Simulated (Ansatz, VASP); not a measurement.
# One calculation of ZrB2, two programs

```xyz
3
Lattice="3.1715 0.0000 0.0000 -1.5858 2.7466 0.0000 0.0000 0.0000 3.5410" Properties=species:S:1:pos:R:3 pbc="T T T"
Zr    0.0000    0.0000    0.0000
B     0.0000    1.8311    1.7705
B     1.5858    0.9155    1.7705
```

Alike in both runs: functional PBE; k mesh 18 × 18 × 14; occupations gaussian, width 0.1 eV; no spin polarisation.

Ansatz relaxed the structure, and its values are those at the end. VASP's run is a single point on that final structure, the one shown.

|  | VASP | Ansatz |
| --- | --- | --- |
| version | VASP 6.6.1 | Ansatz 0.2.0 |
| potentials or method | VASP PAW PBE potentials, release 64 (Zr_sv, B), cutoff 520 eV | scalar-relativistic, plane waves, PAW |
| valence electrons in the cell | 18 | 18 |

Ansatz gave:

- gap on the k mesh at the Fermi level (eV): none
- pressure (GPa): 0.0

Task: What did VASP give for the same quantities?

Result: gap on the k mesh at the Fermi level (eV): none; pressure (GPa): 0.2.

A gap of «none» marks a metal or a gap that the smearing closes.
